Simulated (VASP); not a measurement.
# Co (Fd-3m) in VASP: further runs

The runs below take Co through single point, relaxation of cell and atoms, with PBE.

Everything below comes from runs of VASP 6.6.1. Logs are shortened: lines on timing, memory, paths and dates and some standing lists are left out, and cuts for length are marked.

### Step 1. The cell of the first run

Symmetry: Fd-3m, No. 227, cubic system. Conventional cell: a = 5.068 Å, b = 5.068 Å, c = 5.068 Å, α = 90.00°, β = 90.00°, γ = 90.00°. Within 2.9 Å of Co (site symmetry -43m) lie 4 Co at 2.19 Å.

This isn't the form of Co at room conditions, which is hcp.

### Step 2. Single point, PBE, collinear spin, ferromagnetic start

Contents of INCAR:

```
SYSTEM = Co
PREC = Accurate
ENCUT = 520
EDIFF = 1E-6
ISMEAR = 0
SIGMA = 0.1
LREAL = .FALSE.
LASPH = .TRUE.
NELM = 150
ALGO = Normal
ISIF = 2
LWAVE = .FALSE.
LCHARG = .FALSE.
ISPIN = 2
MAGMOM = 2.3 2.3
LORBIT = 11
LMAXMIX = 4
GGA = PE
NBANDS = 20
```

Contents of KPOINTS:

```
Automatic mesh
0
G
  6 6 6
  0 0 0
```

Contents of POSCAR:

```
Co
1.0
    0.0000000000      2.5340041645      2.5340041645
    2.5340041645      0.0000000000      2.5340041645
    2.5340041645      2.5340041645      0.0000000000
Co
2
Direct
    0.0000000000      0.0000000000      0.0000000000
    0.2500000000      0.2500000000      0.2500000000
```

Potentials or basis: VASP PAW PBE potentials, release 64 (Co).

Launch:

```console
$ cat potpaw_PBE.64/Co/POTCAR > POTCAR
$ mpirun -np 1 vasp_std > vasp.out
```

OUTCAR:

```text
SYSTEM = Co
   PREC = Accurate
   ENCUT = 520
   EDIFF = 1E-6
   ISMEAR = 0
   LREAL = .FALSE.
   LASPH = .TRUE.
   NELM = 150
   ISIF = 2
   ISPIN = 2
   LORBIT = 11
   GGA = PE

 ion  position               nearest neighbor table
   1  0.000  0.000  0.000-   2 2.19   2 2.19   2 2.19   2 2.19
   2  0.250  0.250  0.250-   1 2.19   1 2.19   1 2.19   1 2.19

  LATTYP: Found a face centered cubic cell.
 ALAT       =     5.0680083290

  Lattice vectors:

 A1 = (   0.0000000000,   2.5340041645,   2.5340041645)
 A2 = (   2.5340041645,   0.0000000000,   2.5340041645)
 A3 = (   2.5340041645,   2.5340041645,   0.0000000000)

Analysis of symmetry for initial positions (statically):
=====================================================================
 Subroutine PRICEL returns:
 Original cell was already a primitive cell.

 Routine SETGRP: Setting up the symmetry group for a
 face centered cubic supercell.

 Subroutine GETGRP returns: Found 48 space group operations
 (whereof 24 operations were pure point group operations)
 out of a pool of 48 trial point group operations.

The static configuration has the point symmetry T_d .
 The point group associated with its full space group is O_h .

Analysis of symmetry for dynamics (positions and initial velocities):
=====================================================================
 Subroutine PRICEL returns:
 Original cell was already a primitive cell.

 Routine SETGRP: Setting up the symmetry group for a
 face centered cubic supercell.

 Subroutine GETGRP returns: Found 48 space group operations
 (whereof 24 operations were pure point group operations)
 out of a pool of 48 trial point group operations.

The dynamic configuration has the point symmetry T_d .
 The point group associated with its full space group is O_h .

Analysis of structural, dynamic, and magnetic symmetry:
=====================================================================
 Subroutine PRICEL returns:
 Original cell was already a primitive cell.

 Routine SETGRP: Setting up the symmetry group for a
 face centered cubic supercell.

 Subroutine GETGRP returns: Found 48 space group operations
 (whereof 24 operations were pure point group operations)
 out of a pool of 48 trial point group operations.

The overall configuration has the point symmetry T_d .
 The point group associated with its full space group is O_h .

 Subroutine INISYM returns: Found 48 space group operations
 (whereof 24 operations are pure point group operations),
 and found     1 'primitive' translations

----------------------------------------------------------------------------------------

                                     Primitive cell

  volume of cell :      32.5426

  direct lattice vectors                    reciprocal lattice vectors
     0.000000000  2.534004165  2.534004165    -0.197316171  0.197316171  0.197316171
     2.534004165  0.000000000  2.534004165     0.197316171 -0.197316171  0.197316171
     2.534004165  2.534004165  0.000000000     0.197316171  0.197316171 -0.197316171

  length of vectors
     3.583623057  3.583623057  3.583623057     0.341761634  0.341761634  0.341761634

  position of ions in fractional coordinates (direct lattice)
     0.000000000  0.000000000  0.000000000
     0.250000000  0.250000000  0.250000000

  ion indices of the primitive-cell ions
   primitive index   ion index
                 1           1
                 2           2

----------------------------------------------------------------------------------------

 KPOINTS: Automatic mesh

Automatic generation of k-mesh.
 Grid dimensions read from file:
 generate k-points for:    6    6    6

 Generating k-lattice:

  Cartesian coordinates                     Fractional coordinates (reciprocal lattice)
    -0.032886029  0.032886029  0.032886029     0.166666667  0.000000000  0.000000000
     0.032886029 -0.032886029  0.032886029     0.000000000  0.166666667  0.000000000
     0.032886029  0.032886029 -0.032886029     0.000000000  0.000000000  0.166666667

  Length of vectors
     0.056960272  0.056960272  0.056960272

  Shift w.r.t. Gamma in fractional coordinates (k-lattice)
     0.000000000  0.000000000  0.000000000

 Subroutine IBZKPT returns following result:
 ===========================================

 Found     16 irreducible k-points:

 Following reciprocal coordinates:
            Coordinates               Weight
  0.000000  0.000000  0.000000      1.000000
  0.166667  0.000000  0.000000      8.000000
  0.333333  0.000000  0.000000      8.000000
  0.500000  0.000000  0.000000      4.000000
  0.166667  0.166667  0.000000      6.000000
  0.333333  0.166667  0.000000     24.000000
[... 8 lines left out ...]
 -0.333333  0.333333  0.166667     24.000000
 -0.333333  0.500000  0.166667     12.000000
   k-points           NKPTS =     16   k-points in BZ     NKDIM =     16   number of bands    NBANDS=     20
   number of dos      NEDOS =    301   number of ions     NIONS =      2
   total plane-waves  NPLWV =  21952
   dimension x,y,z NGX =    28 NGY =   28 NGZ =   28
   dimension x,y,z NGXF=    56 NGYF=   56 NGZF=   56
   ions per type =               2
   NGX,Y,Z   is equivalent  to a cutoff of  12.99, 12.99, 12.99 a.u.
   NGXF,Y,Z  is equivalent  to a cutoff of  25.98, 25.98, 25.98 a.u.
 SYSTEM =  Co
   PREC   = accura    normal or accurate (medium, high low for compatibility)
   ISTART =      0    job   : 0-new  1-cont  2-samecut
   ICHARG =      2    charge: 1-file 2-atom 10-const
   ISPIN  =      2    spin polarized calculation?
   LNONCOLLINEAR =      F non collinear calculations
   LSORBIT =      F    spin-orbit coupling
   LASPH  =      T    aspherical Exc in radial PAW
   ENCUT  =  520.0 eV  38.22 Ry    6.18 a.u.   6.66  6.66  6.66*2*pi/ulx,y,z
   NELM   =    150;   NELMIN=  2; NELMDL= -5     # of ELM steps
   EDIFF  = 0.1E-05   stopping-criterion for ELM
   LREAL  =      F    real-space projection
   EDIFFG = 0.1E-04   stopping-criterion for IOM
   NSW    =      0    number of steps for IOM
   IBRION =     -1    ionic relax: 0-MD 1-quasi-New 2-CG
   NFREE  =      0    steps in history (QN), initial steepest desc. (CG)
   ISIF   =      2    stress and relaxation
   ISYM   =      2    0-nonsym 1-usesym 2-fastsym
   POTIM  = 0.5000    time-step for ionic-motion
   TEBEG  =    0.0;   TEEND  =   0.0 temperature during run
   PSTRESS=    0.0 pullay stress
   NELECT =      18.0000    total number of electrons
   NUPDOWN=      -1.0000    fix difference up-down
   EMIN   =  10.00;   EMAX   =-10.00  energy-range for DOS
   EFERMI =   0.00;   METHOD = LEGACY
   ISMEAR =     0;   SIGMA  =   0.10  broadening in eV -4-tet -1-fermi 0-gaus
   EFERMI_NEDOS =   21; number of points for ismear=-14 and -15
   IALGO  =     38    algorithm
   IMIX   =      4    mixing-type and parameters
     AMIX     =   0.40;   BMIX     =  1.00
     AMIX_MAG =   1.60;   BMIX_MAG =  1.00
  volume/ion in A,a.u.               =      16.27       109.80
  Fermi-wavevector in a.u.,A,eV,Ry     =   1.343842  2.539494 24.570930  1.805912
  Thomas-Fermi vector in A             =   2.471884
   LORBIT       =     11    0 simple, 1 ext, 2 COOP (PROOUT), +10 PAW based schemes
   GGA     = PE    functional components
   LHFCALC =     F    Hartree Fock is set to
   AEXX    =    0.0000 exact exchange contribution
   IVDW    =     0    specifies the selected vdW correction
   LEPSILON=     F    determine dielectric tensor
   LRPA    =     F    only Hartree local field effects (RPA)
 spin polarized calculation
 Gauss-broadening in eV      SIGMA  =   0.10
  energy-cutoff  :      520.00
  volume of cell :       32.54
 maximum number of plane-waves:       899
 NGX is ok and might be reduce to    28
   NGX = 13   NGY = 13   NGZ = 13

 number of electron      18.0000003 magnetization       3.3058306

 Free energy of the ion-electron system (eV)
  ---------------------------------------------------
  ext. energy  EPLUGINS =         0.00000000
  ---------------------------------------------------
  free energy    TOTEN  =       -11.52435609 eV

  energy without entropy =      -11.51610397  energy(sigma->0) =      -11.52023003

 E-fermi :   5.3624     XC(G=0): -10.8755

 val. band max:        5.2932738814   @ k =  -0.3333   0.3333   0.1667
 cond. band min:       5.3748130463   @ k =  -0.3333   0.1667   0.0000
 fundamental gap:      0.0815391649
 Fermi energy:         5.3624498195

 spin component 1

 k-point     1 :       0.0000    0.0000    0.0000
  band No.  band energies     occupation
      1      -1.0869      1.00000
      2       2.0400      1.00000
      3       2.0400      1.00000
      4       2.2509      1.00000
      5       2.2509      1.00000
      6       2.2509      1.00000
[... 12 lines left out ...]
     19      20.5440      0.00000
     20      22.4521      0.00000
[... 323 lines left out ...]
 k-point    16 :      -0.3333    0.5000    0.1667
  band No.  band energies     occupation
      1       1.6121      1.00000
      2       1.6121      1.00000
      3       2.4640      1.00000
      4       2.4640      1.00000
      5       3.0331      1.00000
      6       3.0331      1.00000
[... 12 lines left out ...]
     19      29.9425      0.00000
     20      29.9437      0.00000
 Fermi energy:         5.3624498195

 spin component 2

 k-point     1 :       0.0000    0.0000    0.0000
  band No.  band energies     occupation
      1      -1.0196      1.00000
      2       3.6483      1.00000
      3       3.6483      1.00000
      4       3.6483      1.00000
      5       3.6533      1.00000
      6       3.6533      1.00000
[... 12 lines left out ...]
     19      20.4695      0.00000
     20      22.4367      0.00000
[... 323 lines left out ...]
 k-point    16 :      -0.3333    0.5000    0.1667
  band No.  band energies     occupation
      1       2.9045      1.00000
      2       2.9045      1.00000
      3       3.7812      1.00000
      4       3.7812      1.00000
      5       4.2732      1.00000
      6       4.2732      1.00000
[... 12 lines left out ...]
     19      30.1111      0.00000
     20      30.1354      0.00000

------------------------ aborting loop because EDIFF is reached ----------------------------------------

  FORCE on cell =-STRESS in cart. coord.  units (eV):
  Direction    XX          YY          ZZ          XY          YZ          ZX
  --------------------------------------------------------------------------------------
  -------------------------------------------------------------------------------------
  Total       -0.0239056     -0.0239056     -0.0239056      0.0000000      0.0000000      0.0000000
  in kB       -1.1769511     -1.1769511     -1.1769511      0.0000000      0.0000000      0.0000000
  external PRESSURE =      -1.1769511 kB  Pullay stress =       0.0000000 kB

 VOLUME and BASIS-vectors are now :
 -----------------------------------------------------------------------------
  energy-cutoff  :      520.00
  volume of cell :       32.54
      direct lattice vectors                 reciprocal lattice vectors
     0.000000000  2.534004165  2.534004165    -0.197316171  0.197316171  0.197316171
     2.534004165  0.000000000  2.534004165     0.197316171 -0.197316171  0.197316171
     2.534004165  2.534004165  0.000000000     0.197316171  0.197316171 -0.197316171

 POSITION                                       TOTAL-FORCE (eV/Angst)
 -----------------------------------------------------------------------------------
      0.00000      0.00000      0.00000         0.000000     -0.000000      0.000000
      1.26700      1.26700      1.26700        -0.000000      0.000000     -0.000000
 -----------------------------------------------------------------------------------
    total drift:                                0.000000      0.000000      0.000000

  FREE ENERGIE OF THE ION-ELECTRON SYSTEM (eV)
  ---------------------------------------------------
  free  energy   TOTEN  =       -11.5243560867 eV

  energy  without entropy=      -11.5161039679  energy(sigma->0) =      -11.52023003

 total charge

# of ion       s       p       d       tot
------------------------------------------
    1        0.531   0.347   7.326   8.204
    2        0.531   0.347   7.326   8.204
--------------------------------------------------
tot          1.063   0.694  14.651  16.408

 magnetization (x)

# of ion       s       p       d       tot
------------------------------------------
    1       -0.033  -0.017   1.705   1.656
    2       -0.033  -0.017   1.705   1.656
--------------------------------------------------
tot         -0.065  -0.034   3.411   3.312
```

Run time: 33 s. Hardware: 1 thread of Intel Xeon 8259CL, shared host; peak memory 0.17 GiB.

Results:

| Item | Value |
| --- | --- |
| Free energy | -11.5244 eV |
| Pressure | -0.1 GPa |
| Net moment | 3.31 μB per cell |
| Site moments | Co +1.66 μB |
| Valence electrons inside the program's atomic spheres | Co 8.20 |

### Step 3. Single point, PBE, collinear spin, ferromagnetic start

This run uses another cell than the first one, of 30.26 Å³/atom.

Contents of INCAR:

```
PREC     = Accurate       # precision mode
ENCUT    = 520            # plane-wave cutoff, eV
EDIFF    = 1E-6           # SCF threshold, eV
ISMEAR   = 0              # smearing method
SIGMA    = 0.1            # smearing width, eV
LREAL    = False          # projectors in reciprocal space
LASPH    = True           # aspherical terms in the spheres
NELM     = 150            # most SCF steps
ALGO     = Normal         # electronic algorithm
ISIF     = 2              # what is computed and relaxed
LWAVE    = False          # write WAVECAR
LCHARG   = True           # write CHGCAR
ISPIN    = 2              # spin polarisation
MAGMOM   = 3 3            # initial moments
LORBIT   = 11             # projections on sites
LMAXMIX  = 4              # l up to which the mixer works
GGA      = PE             # functional
LELF     = True           # ELF
LVHAR    = True         
NBANDS   = 20             # bands
```

Contents of KPOINTS:

```
Automatic mesh
0
Gamma
  6 6 6
```

Contents of POSCAR:

```
Co
1.0
    0.0000000000      3.1162628961      3.1162628961
    3.1162628961      0.0000000000      3.1162628961
    3.1162628961      3.1162628961      0.0000000000
Co
2
Direct
    0.0000000000      0.0000000000      0.0000000000
    0.2500000000      0.2500000000      0.2500000000
```

Potentials or basis: VASP PAW PBE potentials, release 64 (Co).

Launch:

```console
$ cat potpaw_PBE.64/Co/POTCAR > POTCAR
$ mpirun -np 1 vasp_std > vasp.out
```

Wall time 56 s (1 thread of Intel Xeon 8259CL, shared host); peak memory 0.24 GiB.

It converged, with:

- Free energy: -9.2778 eV
- Pressure: -14.0 GPa
- Net moment: 3.93 μB per cell
- Site moments: Co +2.05 μB
- Valence electrons inside the program's atomic spheres: Co 7.68

Levels at points of the mesh, in eV from the Fermi level:
Spin up:
```csv
k point,band 8,band 9,band 10,band 11,band 12,band 13,band 14,band 15
"(0.00, 0.00, 0.00)",-1.82,-1.82,-1.54,-1.54,7.26,7.26,7.26,8.24
"(0.50, 0.00, 0.00)",-1.77,-1.53,-1.53,-0.74,-0.46,5.44,5.44,7.79
"(0.50, 0.50, 0.00)",-2.01,-1.46,-1.46,0.01,0.01,3.28,3.28,6.23
```
Spin down:
```csv
k point,band 5,band 6,band 7,band 8,band 9,band 10
"(0.00, 0.00, 0.00)",-0.62,-0.62,0.12,0.12,0.12,0.67
"(0.50, 0.00, 0.00)",-0.57,-0.57,-0.46,0.32,0.32,0.57
"(0.50, 0.50, 0.00)",-0.68,-0.68,0.06,0.06,0.63,0.63
```

Caveat: the cell stands under tension.

### Step 4. Relaxation of cell and atoms, PBE, collinear spin, ferromagnetic start

Contents of INCAR:

```
PREC     = Accurate       # precision mode
ENCUT    = 600            # plane-wave cutoff, eV
EDIFF    = 1E-7           # SCF threshold, eV
ISMEAR   = 0              # smearing method
SIGMA    = 0.1            # smearing width, eV
LREAL    = F              # projectors in reciprocal space
LASPH    = T              # aspherical terms in the spheres
NELM     = 150            # most SCF steps
ALGO     = Normal         # electronic algorithm
ISIF     = 3              # what is computed and relaxed
LWAVE    = F              # write WAVECAR
LCHARG   = F              # write CHGCAR
ISPIN    = 2              # spin polarisation
MAGMOM   = 1.85 1.85      # initial moments
LORBIT   = 11             # projections on sites
LMAXMIX  = 4              # l up to which the mixer works
GGA      = PE             # functional
IBRION   = 2              # ionic algorithm
NSW      = 80             # ionic steps
EDIFFG   = -0.01          # ionic threshold
```

Contents of KPOINTS:

```
regular mesh
0
Gamma
  14 14 14
```

Contents of POSCAR:

```
Co
1.0
    0.0000000000      2.5340041645      2.5340041645
    2.5340041645      0.0000000000      2.5340041645
    2.5340041645      2.5340041645      0.0000000000
Co
2
Direct
    0.0000000000      0.0000000000      0.0000000000
    0.2500000000      0.2500000000      0.2500000000
```

Launch:

```console
$ cat potpaw_PBE.64/Co/POTCAR > POTCAR
$ mpirun -np 1 vasp_std > vasp.out
```

Run time: 3.7 min. Hardware: 1 thread of Intel Xeon 8259CL, shared host; peak memory 0.25 GiB.

Results (log left out):

- Free energy: -11.5138 eV
- Pressure after relaxing: 0.0 GPa
- Net moment: 3.44 μB per cell
- Site moments: Co +1.71 μB
- Valence electrons inside the program's atomic spheres: Co 8.20

Final structure:
```yaml
crystal:
  lattice:
    - [0.00000, 2.53400, 2.53400]
    - [2.53400, 0.00000, 2.53400]
    - [2.53400, 2.53400, 0.00000]
  atoms:
    - { symbol: Co, position: [0.00000, 0.00000, 0.00000] }
    - { symbol: Co, position: [0.25000, 0.25000, 0.25000] }
```

Levels at points of the mesh, in eV from the Fermi level:
Spin up:
| k point | band 8 | band 9 | band 10 | band 11 | band 12 | band 13 | band 14 | band 15 |
| --- | --- | --- | --- | --- | --- | --- | --- | --- |
| (0.00, 0.00, 0.00) | -1.59 | -1.59 | -0.64 | -0.64 | 12.24 | 12.24 | 12.24 | 12.62 |
| (0.50, 0.00, 0.00) | -1.33 | -1.33 | -0.69 | -0.69 | 0.72 | 8.93 | 8.93 | 12.20 |
| (0.50, 0.50, 0.00) | -1.96 | -0.53 | -0.53 | 1.24 | 1.24 | 4.64 | 4.64 | 9.65 |
Spin down:
| k point | band 4 | band 5 | band 6 | band 7 | band 8 | band 9 | band 10 | band 11 |
| --- | --- | --- | --- | --- | --- | --- | --- | --- |
| (0.00, 0.00, 0.00) | -1.71 | -1.69 | -1.69 | 0.02 | 0.02 | 0.02 | 1.45 | 1.45 |
| (0.50, 0.00, 0.00) | -1.66 | -1.62 | -1.62 | -1.11 | 0.57 | 0.57 | 1.15 | 1.15 |
| (0.50, 0.50, 0.00) | -1.58 | -1.37 | -1.37 | -0.08 | -0.08 | 1.30 | 1.30 | 2.48 |

Caveat: the relaxation stopped at its first step, so nothing moved.

### Step 5. Summary

```tsv
task	cell	k mesh	cutoff (eV)	gap on the mesh (eV)	pressure (GPa)	moment (μB)
single point	a = 3.584 Å, angles 60.0°, 2 atoms	6 × 6 × 6	520	none	-0.1	3.31
single point	a = 4.407 Å, angles 60.0°, 2 atoms	6 × 6 × 6	520	none	-14.0	3.93
relaxation of cell and atoms	relaxed from a = 3.584 Å, angles 60.0°, 2 atoms	14 × 14 × 14	600	none	0.0	3.44
```

Alike in all rows: level PBE; potentials or basis VASP PAW PBE potentials, release 64 (Co); spin collinear, ferromagnetic start; smearing gaussian 0.1 eV.

Caveats: the cell stands under tension (at least some runs); the relaxation stopped at its first step, so nothing moved (at least some runs).

Total energies depend on the potentials used, so only differences within one code and one set of settings carry meaning.
